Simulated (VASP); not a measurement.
# Ba2Os (I4/mmm) in VASP: notebook

Ba2Os is run at these levels: RPBE, PBEsol+D4; tasks: single point.

All numbers are computed with VASP 6.6.1; they aren't measurements. Logs are shortened: lines on timing, memory, paths and dates and some standing lists are left out, and cuts for length are marked.

## (1) The cell of the first run

The structure is tetragonal, space group I4/mmm (No. 139). Conventional cell: a = 3.824 Å, b = 3.824 Å, c = 16.441 Å, α = 90.00°, β = 90.00°, γ = 90.00°. Os (site symmetry 4/mmm) has 8 Ba at 3.25 Å and 4 Os at 3.82 Å within 4.3 Å. Ba (site symmetry 4mm) has 4 Os at 3.25 Å and 5 Ba at 3.62 to 3.82 Å within 4.3 Å.

## (2) Single point, RPBE

Input file INCAR:

```
PREC = Accurate
ENCUT = 560
EDIFF = 1E-6
ISMEAR = -1
SIGMA = 0.1
LREAL = F
LASPH = T
NELM = 120
ALGO = Normal
ISIF = 2
LWAVE = F
LCHARG = T
GGA = RP
LELF = T
LVHAR = T
NBANDS = 25
GGA_COMPAT = F
```

Input file KPOINTS:

```
Automatic mesh
0
Gamma
  5 5 5
```

Input file POSCAR:

```
Ba2Os
1.0
    0.0000000000      3.8237957516      0.0000001305
    3.8237957516      0.0000000000      0.0000001305
    1.9118981564      1.9118981564     -8.2207018435
Os Ba
1 2
Direct
    0.0000000000      0.0000000000      0.0000000000
    0.3900086058      0.3900086058      0.2199827885
    0.6099913942      0.6099913942      0.7800172115
```

Potentials or basis: VASP PAW PBE potentials, release 64 (Os_sv_GW, Ba_sv).

Run with:

```console
$ cat potpaw_PBE.64/Os_sv_GW/POTCAR potpaw_PBE.64/Ba_sv/POTCAR > POTCAR
$ mpirun -np 1 vasp_std > vasp.out
```

OUTCAR:

```text
PREC = Accurate
   ENCUT = 560
   EDIFF = 1E-6
   ISMEAR = -1
   LREAL = F
   LASPH = T
   NELM = 120
   ISIF = 2
   GGA = RP

 ion  position               nearest neighbor table
   1  0.000  0.000  0.000-   3 3.25   2 3.25   3 3.25   2 3.25   2 3.25   3 3.25   3 3.25   2 3.25

   2  0.390  0.390  0.220-   1 3.25   1 3.25   1 3.25   1 3.25   3 3.62
   3  0.610  0.610  0.780-   1 3.25   1 3.25   1 3.25   1 3.25   2 3.62

  LATTYP: Found a body centered tetragonal cell.
 ALAT       =     3.8237957516
 C/A-ratio  =     4.2997599809

  Lattice vectors:

 A1 = (  -1.9118981564,   1.9118975952,   8.2207019740)
 A2 = (   1.9118975952,  -1.9118981564,   8.2207019740)
 A3 = (   1.9118981564,   1.9118981564,  -8.2207018435)

Analysis of symmetry for initial positions (statically):
=====================================================================
 Subroutine PRICEL returns:
 Original cell was already a primitive cell.

 Routine SETGRP: Setting up the symmetry group for a
 body centered tetragonal supercell.

 Subroutine GETGRP returns: Found 16 space group operations
 (whereof 16 operations were pure point group operations)
 out of a pool of 16 trial point group operations.

The static configuration has the point symmetry D_4h.

Analysis of symmetry for dynamics (positions and initial velocities):
=====================================================================
 Subroutine PRICEL returns:
 Original cell was already a primitive cell.

 Routine SETGRP: Setting up the symmetry group for a
 body centered tetragonal supercell.

 Subroutine GETGRP returns: Found 16 space group operations
 (whereof 16 operations were pure point group operations)
 out of a pool of 16 trial point group operations.

The dynamic configuration has the point symmetry D_4h.

 Subroutine INISYM returns: Found 16 space group operations
 (whereof 16 operations are pure point group operations),
 and found     1 'primitive' translations

----------------------------------------------------------------------------------------

                                     Primitive cell

  volume of cell :     120.1983

  direct lattice vectors                    reciprocal lattice vectors
     0.000000000  3.823795752  0.000000131    -0.000000002  0.261520242  0.060822065
     3.823795752  0.000000000  0.000000131     0.261520242 -0.000000002  0.060822065
     1.911898156  1.911898156 -8.220701844     0.000000004  0.000000004 -0.121644113

  length of vectors
     3.823795752  3.823795752  8.653938290     0.268499834  0.268499834  0.121644113

  position of ions in fractional coordinates (direct lattice)
     0.000000000  0.000000000  0.000000000
     0.390008606  0.390008606  0.219982788
     0.609991394  0.609991394  0.780017212

  ion indices of the primitive-cell ions
   primitive index   ion index
                 1           1
                 2           2
                 3           3

----------------------------------------------------------------------------------------

 KPOINTS: Automatic mesh

Automatic generation of k-mesh.
 Grid dimensions read from file:
 generate k-points for:    5    5    5

 Generating k-lattice:

  Cartesian coordinates                     Fractional coordinates (reciprocal lattice)
    -0.000000000  0.052304048  0.012164413     0.200000000  0.000000000 -0.000000000
     0.052304048 -0.000000000  0.012164413     0.000000000  0.200000000 -0.000000000
     0.000000001  0.000000001 -0.024328823    -0.000000000 -0.000000000  0.200000000

  Length of vectors
     0.053699967  0.053699967  0.024328823

  Shift w.r.t. Gamma in fractional coordinates (k-lattice)
     0.000000000  0.000000000  0.000000000

 Subroutine IBZKPT returns following result:
 ===========================================

 Found     18 irreducible k-points:

 Following reciprocal coordinates:
            Coordinates               Weight
  0.000000  0.000000  0.000000      1.000000
  0.200000 -0.000000  0.000000      8.000000
  0.400000  0.000000  0.000000      8.000000
  0.200000  0.200000  0.000000      8.000000
  0.400000  0.200000 -0.000000     16.000000
 -0.400000  0.200000  0.000000     16.000000
[... 10 lines left out ...]
  0.000000  0.000000  0.400000      2.000000
 -0.200000  0.000000  0.400000      4.000000
   k-points           NKPTS =     18   k-points in BZ     NKDIM =     18   number of bands    NBANDS=     25
   number of dos      NEDOS =    301   number of ions     NIONS =      3
   total plane-waves  NPLWV =  63000
   dimension x,y,z NGX =    30 NGY =   30 NGZ =   70
   dimension x,y,z NGXF=    60 NGYF=   60 NGZF=  140
   ions per type =               1   2
   NGX,Y,Z   is equivalent  to a cutoff of  13.04, 13.04, 13.45 a.u.
   NGXF,Y,Z  is equivalent  to a cutoff of  26.09, 26.09, 26.89 a.u.
 SYSTEM =  unknown system
   PREC   = accura    normal or accurate (medium, high low for compatibility)
   ISTART =      0    job   : 0-new  1-cont  2-samecut
   ICHARG =      2    charge: 1-file 2-atom 10-const
   ISPIN  =      1    spin polarized calculation?
   LNONCOLLINEAR =      F non collinear calculations
   LSORBIT =      F    spin-orbit coupling
   LASPH  =      T    aspherical Exc in radial PAW
   ENCUT  =  560.0 eV  41.16 Ry    6.42 a.u.   7.38  7.38 16.70*2*pi/ulx,y,z
   NELM   =    120;   NELMIN=  2; NELMDL= -5     # of ELM steps
   EDIFF  = 0.1E-05   stopping-criterion for ELM
   LREAL  =      F    real-space projection
   EDIFFG = 0.1E-04   stopping-criterion for IOM
   NSW    =      0    number of steps for IOM
   IBRION =     -1    ionic relax: 0-MD 1-quasi-New 2-CG
   NFREE  =      0    steps in history (QN), initial steepest desc. (CG)
   ISIF   =      2    stress and relaxation
   ISYM   =      2    0-nonsym 1-usesym 2-fastsym
   POTIM  = 0.5000    time-step for ionic-motion
   TEBEG  =    0.0;   TEEND  =   0.0 temperature during run
   PSTRESS=    0.0 pullay stress
   NELECT =      36.0000    total number of electrons
   NUPDOWN=      -1.0000    fix difference up-down
   EMIN   =  10.00;   EMAX   =-10.00  energy-range for DOS
   EFERMI =   0.00;   METHOD = LEGACY
   ISMEAR =    -1;   SIGMA  =   0.10  broadening in eV -4-tet -1-fermi 0-gaus
   EFERMI_NEDOS =   21; number of points for ismear=-14 and -15
   IALGO  =     38    algorithm
   IMIX   =      4    mixing-type and parameters
     AMIX     =   0.40;   BMIX     =  1.00
     AMIX_MAG =   1.60;   BMIX_MAG =  1.00
  volume/ion in A,a.u.               =      40.07       270.38
  Fermi-wavevector in a.u.,A,eV,Ry     =   1.095325  2.069864 16.323404  1.199736
  Thomas-Fermi vector in A             =   2.231646
   LORBIT       =      0    0 simple, 1 ext, 2 COOP (PROOUT), +10 PAW based schemes
   GGA     = RP    functional components
   LHFCALC =     F    Hartree Fock is set to
   AEXX    =    0.0000 exact exchange contribution
   IVDW    =     0    specifies the selected vdW correction
   LEPSILON=     F    determine dielectric tensor
   LRPA    =     F    only Hartree local field effects (RPA)
 non-spin polarized calculation
  energy-cutoff  :      560.00
  volume of cell :      120.20
 maximum number of plane-waves:      3679
 NGX is ok and might be reduce to    30
   NGX = 15   NGY = 15   NGZ = 33

 number of electron      36.0000000 magnetization

 Free energy of the ion-electron system (eV)
  ---------------------------------------------------
  ext. energy  EPLUGINS =         0.00000000
  ---------------------------------------------------
  free energy    TOTEN  =       -12.83844772 eV

  energy without entropy =      -12.69271536  energy(sigma->0) =      -12.76558154

 E-fermi :   2.9675     XC(G=0):  -8.4773

 val. band max:        2.9360260679   @ k =  -0.2000   0.0000   0.2000
 cond. band min:       2.9901686020   @ k =  -0.2000   0.0000   0.4000
 fundamental gap:      0.0541425341
 Fermi energy:         2.9674797142

 k-point     1 :       0.0000    0.0000    0.0000
  band No.  band energies     occupation
      1     -81.4874      2.00000
      2     -40.9528      2.00000
      3     -40.9528      2.00000
      4     -40.8301      2.00000
      5     -24.7396      2.00000
      6     -24.6538      2.00000
[... 17 lines left out ...]
     24       6.6929      0.00000
     25       6.6929      0.00000

 k-point     2 :       0.2000   -0.0000    0.0000
  band No.  band energies     occupation
      1     -81.4871      2.00000
      2     -40.9562      2.00000
      3     -40.9523      2.00000
      4     -40.8296      2.00000
      5     -24.7058      2.00000
      6     -24.6255      2.00000
[... 17 lines left out ...]
     24       6.6970      0.00000
     25       6.9628      0.00000

 k-point     3 :       0.4000    0.0000    0.0000
  band No.  band energies     occupation
      1     -81.4869      2.00000
      2     -40.9624      2.00000
      3     -40.9516      2.00000
      4     -40.8289      2.00000
      5     -24.6501      2.00000
      6     -24.5790      2.00000
[... 17 lines left out ...]
     24       6.4354      0.00000
     25       6.6706      0.00000

 k-point     4 :       0.2000    0.2000    0.0000
  band No.  band energies     occupation
      1     -81.4870      2.00000
      2     -40.9560      2.00000
      3     -40.9559      2.00000
      4     -40.8291      2.00000
      5     -24.6736      2.00000
      6     -24.5969      2.00000
[... 17 lines left out ...]
     24       6.2849      0.00000
     25       6.4553      0.00000
[... 309 lines left out ...]
 k-point    16 :      -0.2000   -0.2000    0.2000
  band No.  band energies     occupation
      1     -81.4870      2.00000
      2     -40.9560      2.00000
      3     -40.9560      2.00000
      4     -40.8291      2.00000
      5     -24.6726      2.00000
      6     -24.5979      2.00000
[... 17 lines left out ...]
     24       6.1982      0.00000
     25       6.2678      0.00000

 k-point    17 :       0.0000    0.0000    0.4000
  band No.  band energies     occupation
      1     -81.4871      2.00000
      2     -40.9525      2.00000
      3     -40.9525      2.00000
      4     -40.8298      2.00000
      5     -24.7373      2.00000
      6     -24.6562      2.00000
[... 17 lines left out ...]
     24       6.4473      0.00000
     25       6.4473      0.00000

 k-point    18 :      -0.2000    0.0000    0.4000
  band No.  band energies     occupation
      1     -81.4871      2.00000
      2     -40.9563      2.00000
      3     -40.9522      2.00000
      4     -40.8296      2.00000
      5     -24.7039      2.00000
      6     -24.6275      2.00000
[... 17 lines left out ...]
     24       6.2169      0.00000
     25       6.8885      0.00000

------------------------ aborting loop because EDIFF is reached ----------------------------------------

  FORCE on cell =-STRESS in cart. coord.  units (eV):
  Direction    XX          YY          ZZ          XY          YZ          ZX
  --------------------------------------------------------------------------------------
  -------------------------------------------------------------------------------------
  Total        0.5478963      0.5478963      0.4882970      0.0000000      0.0000000      0.0000000
  in kB        7.3031572      7.3031572      6.5087310      0.0000000      0.0000000      0.0000000
  external PRESSURE =       7.0383484 kB  Pullay stress =       0.0000000 kB

 VOLUME and BASIS-vectors are now :
 -----------------------------------------------------------------------------
  energy-cutoff  :      560.00
  volume of cell :      120.20
      direct lattice vectors                 reciprocal lattice vectors
     0.000000000  3.823795752  0.000000131    -0.000000002  0.261520242  0.060822065
     3.823795752  0.000000000  0.000000131     0.261520242 -0.000000002  0.060822065
     1.911898156  1.911898156 -8.220701844     0.000000004  0.000000004 -0.121644113

 POSITION                                       TOTAL-FORCE (eV/Angst)
 -----------------------------------------------------------------------------------
      0.00000      0.00000      0.00000         0.000000      0.000000      0.000000
      1.91190      1.91190     -1.80841         0.000000      0.000000     -0.189666
      3.82380      3.82380     -6.41229        -0.000000     -0.000000      0.189666
 -----------------------------------------------------------------------------------
    total drift:                               -0.000000      0.000000      0.000000

  FREE ENERGIE OF THE ION-ELECTRON SYSTEM (eV)
  ---------------------------------------------------
  free  energy   TOTEN  =       -12.8384477183 eV

  energy  without entropy=      -12.6927153623  energy(sigma->0) =      -12.76558154
```

It took 47 s on 1 thread of AMD EPYC 9R45 (Zen 5), shared host; peak memory 0.24 GiB.

Results:

* Free energy: -12.8384 eV
* Pressure: 0.7 GPa
* Largest force: 0.190 eV/Å
* Band gap on the k mesh: zero (bands 18 and 19 overlap by 0.12 eV)

Forces on the atoms (eV/Å):
```
Os   0.000  0.000  0.000
Ba   0.000  0.000 -0.190
Ba   0.000  0.000  0.190
```

Stress tensor (GPa, compression positive):
```
0.73 0.00 0.00
0.00 0.73 0.00
0.00 0.00 0.65
```

Levels at points of the mesh, in eV from the Fermi level:
| k point | band 14 | band 15 | band 16 | band 17 | band 18 | band 19 | band 20 | band 21 | band 22 | band 23 |
| --- | --- | --- | --- | --- | --- | --- | --- | --- | --- | --- |
| (0.00, 0.00, 0.00) | -2.01 | -1.37 | -0.51 | -0.14 | -0.11 | -0.11 | -0.06 | 1.33 | 2.63 | 3.48 |

Caveat: the PAW data sets were made with another functional, which shifts forces and pressure a little; spin-orbit coupling is left out, which moves the levels of the heavy elements.

## (3) Single point, PBEsol+D4

This run uses another cell than the first one, of 29.63 Å³/atom.

Input file INCAR:

```
SYSTEM = Ba2Os
  PREC = Accurate
  ENCUT = 560
  EDIFF = 1E-6
  ISMEAR = -1
  SIGMA = 0.1
  LREAL = .FALSE.
  LASPH = .TRUE.
  NELM = 120
  ALGO = Normal
  ISIF = 2
  LWAVE = .FALSE.
  LCHARG = .FALSE.
  GGA = PS
  IVDW = 13
  NBANDS = 25
  GGA_COMPAT = .FALSE.
```

Input file KPOINTS:

```
Automatic mesh
0
G
  5 5 5
  0 0 0
```

Input file POSCAR:

```
Ba2Os
1.0
    0.0000000000      3.6154025523      0.0000001234
    3.6154025523      0.0000000000      0.0000001234
    1.8077015083      1.8077015083     -6.7997129328
Os Ba
1 2
Direct
    0.0000000000      0.0000000000      0.0000000000
    0.3697500050      0.3697500050      0.2604999900
    0.6302499950      0.6302499950      0.7395000100
```

Potentials or basis: VASP PAW PBE potentials, release 64 (Os_sv_GW, Ba_sv).

Run with:

```console
$ cat potpaw_PBE.64/Os_sv_GW/POTCAR potpaw_PBE.64/Ba_sv/POTCAR > POTCAR
$ mpirun -np 1 vasp_std > vasp.out
```

OUTCAR:

```text
SYSTEM = Ba2Os
   PREC = Accurate
   ENCUT = 560
   EDIFF = 1E-6
   ISMEAR = -1
   LREAL = .FALSE.
   LASPH = .TRUE.
   NELM = 120
   ISIF = 2
   GGA = PS
   IVDW = 13

 ion  position               nearest neighbor table
   1  0.000  0.000  0.000-   3 3.11   2 3.11   3 3.11   2 3.11   2 3.11   3 3.11   3 3.11   2 3.11

   2  0.370  0.370  0.260-   1 3.11   1 3.11   1 3.11   1 3.11   3 3.54   3 4.14   3 4.14   3 4.14
                             3 4.14
   3  0.630  0.630  0.740-   1 3.11   1 3.11   1 3.11   1 3.11   2 3.54   2 4.14   2 4.14   2 4.14
                             2 4.14

  LATTYP: Found a body centered tetragonal cell.
 ALAT       =     3.6154025523
 C/A-ratio  =     3.7615247308

  Lattice vectors:

 A1 = (  -1.8077015083,   1.8077010440,   6.7997130562)
 A2 = (   1.8077010440,  -1.8077015083,   6.7997130562)
 A3 = (   1.8077015083,   1.8077015083,  -6.7997129328)

Analysis of symmetry for initial positions (statically):
=====================================================================
 Subroutine PRICEL returns:
 Original cell was already a primitive cell.

 Routine SETGRP: Setting up the symmetry group for a
 body centered tetragonal supercell.
[... 160 lines left out ...]

 E-fermi :   4.6076     XC(G=0): -10.2238

 val. band max:        4.5865395444   @ k =   0.4000   0.4000  -0.0000
 cond. band min:       4.7362025370   @ k =  -0.4000   0.4000   0.0000
 fundamental gap:      0.1496629925
 Fermi energy:         4.6075667949

 k-point     1 :       0.0000    0.0000    0.0000
  band No.  band energies     occupation
      1     -80.0364      2.00000
      2     -39.4528      2.00000
      3     -39.4528      2.00000
      4     -39.3864      2.00000
      5     -23.0426      2.00000
      6     -22.8455      2.00000
[... 493 lines left out ...]
     24       8.3443      0.00000
     25       8.7351      0.00000

------------------------ aborting loop because EDIFF is reached ----------------------------------------

  DFT-D4 for vdW energy calculation

  Edisp (eV):   -0.53597

  FORCE on cell =-STRESS in cart. coord.  units (eV):
  Direction    XX          YY          ZZ          XY          YZ          ZX
  --------------------------------------------------------------------------------------
  -------------------------------------------------------------------------------------
  Total       1.00258     1.00258     0.89269     0.00000     0.00000     0.00000
  in kB      18.07284    18.07284    16.09188     0.00000     0.00000     0.00000
  external pressure =       17.41 kB  Pullay stress =        0.00 kB

 VOLUME and BASIS-vectors are now :
 -----------------------------------------------------------------------------
  energy-cutoff  :      560.00
  volume of cell :       88.88
      direct lattice vectors                 reciprocal lattice vectors
     0.000000000  3.615402552  0.000000123    -0.000000003  0.276594370  0.073532524
     3.615402552  0.000000000  0.000000123     0.276594370 -0.000000003  0.073532524
     1.807701508  1.807701508 -6.799712933     0.000000005  0.000000005 -0.147065029

 POSITION                                       TOTAL-FORCE (eV/Angst)
 -----------------------------------------------------------------------------------
      0.00000      0.00000      0.00000         0.000000      0.000000     -0.000000
      1.80770      1.80770     -1.77133         0.000000      0.000000     -0.268820
      3.61540      3.61540     -5.02839        -0.000000     -0.000000      0.268820
 -----------------------------------------------------------------------------------
    total drift:                                0.000000      0.000000      0.000000

  FREE ENERGIE OF THE ION-ELECTRON SYSTEM (eV)
  ---------------------------------------------------
  free  energy   TOTEN  =       -15.9133344529 eV

  energy  without entropy=      -15.8337334206  energy(sigma->0) =      -15.87353394
```

OSZICAR:

```text
N       E                     dE             d eps       ncg     rms          rms(c)
DAV:   1     0.311924989345E+03    0.31192E+03   -0.19584E+04   916   0.143E+03
[... 11 lines left out ...]
DAV:  13    -0.153799893197E+02    0.18476E-02   -0.74322E-03  1084   0.430E-01    0.160E+00
DAV:  14    -0.153777293470E+02    0.22600E-02   -0.58418E-03  1000   0.380E-01    0.425E-01
DAV:  15    -0.153774569334E+02    0.27241E-03   -0.46877E-04  1204   0.115E-01    0.236E-01
DAV:  16    -0.153773639168E+02    0.93017E-04   -0.40454E-04   966   0.102E-01    0.235E-02
DAV:  17    -0.153773665937E+02   -0.26768E-05   -0.18319E-05  1185   0.195E-02    0.261E-02
DAV:  18    -0.153773652095E+02    0.13842E-05   -0.40407E-06   858   0.835E-03    0.107E-02
DAV:  19    -0.153773651362E+02    0.73362E-07   -0.35396E-07   506   0.347E-03
   1 F= -.15913334E+02 E0= -.15873534E+02  d E =-.796010E-01
```

Wall time 70 s (1 thread of Intel Xeon Platinum 8259CL at 2.50GHz (Skylake/Cascade Lake), shared host); peak memory 0.22 GiB.

Results:

| Item | Value |
| --- | --- |
| Free energy | -15.9133 eV |
| Pressure | 1.7 GPa |
| Largest force | 0.269 eV/Å |
| Band gap on the k mesh | zero (bands 18 and 19 overlap by 0.13 eV) |
| Dispersion energy per atom | -0.179 eV |

Forces on the atoms (eV/Å):
```
Os   0.000  0.000  0.000
Ba   0.000  0.000 -0.269
Ba   0.000  0.000  0.269
```

Caveat: the PAW data sets were made with another functional, which shifts forces and pressure a little; spin-orbit coupling is left out, which moves the levels of the heavy elements.

The gap in the log of VASP goes by the Fermi energy; the results here count the filled bands.